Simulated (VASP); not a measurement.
# TiTe2: single point with PBE+D3(BJ)

Crystal: TiTe2.

```
Ti Te
1.0
     3.69602    0.00000    0.00000
    -1.84801    3.20084    0.00000
     0.00000    0.00000    6.38387
Ti Te
1 2
Direct
  0.00000 0.00000 0.00000
  0.66667 0.33333 0.27121
  0.33333 0.66667 0.72879
```

| Quantity | Value |
| --- | --- |
| Program | VASP 6.6.1 |
| Task | single point |
| Functional | PBE |
| Dispersion | D3(BJ) |
| Potentials or basis | VASP PAW PBE potentials, release 64 (Ti_sv, Te) |
| Cutoff | 520 eV |
| k mesh | 12 × 12 × 8 |
| Occupations | gaussian, width 0.1 eV |
| Spin | no spin polarisation |
| Dipole correction | no |
| k mesh for the DOS | 18 × 18 × 12 |
| Occupations for the DOS | tetrahedron |
| Further INCAR settings | ALGO = Normal; EDIFF = 1e-06 |

| Property | Result |
| --- | --- |
| Valence electrons inside the program's atomic spheres | Ti 10.20; Te 3.43 |
| Dispersion energy per atom | -0.523 eV |

Levels at points of the mesh, in eV from the Fermi level:
| k point | band 9 | band 10 | band 11 | band 12 | band 13 | band 14 | band 15 | band 16 |
| --- | --- | --- | --- | --- | --- | --- | --- | --- |
| (0.00, 0.00, 0.00) | -1.63 | 0.21 | 0.42 | 0.42 | 0.68 | 1.25 | 1.25 | 3.07 |
| (0.50, 0.00, 0.00) | -2.97 | -2.56 | -1.75 | -1.20 | -0.07 | 1.25 | 1.61 | 2.39 |
| (0.00, 0.00, 0.50) | -1.54 | -1.54 | 0.40 | 0.40 | 0.82 | 0.82 | 1.06 | 3.64 |
| (0.50, 0.00, 0.50) | -2.62 | -2.12 | -0.96 | -0.49 | -0.43 | 1.25 | 1.60 | 2.56 |

It took 5.3 min on 1 thread of Intel(R) Xeon(R) Platinum 8259CL CPU @ 2.50GHz (Skylake/Cascade Lake), with other jobs on the host, peak memory 0.59 GiB.

Caveat: spin-orbit coupling is left out, which moves the levels of the heavy elements.
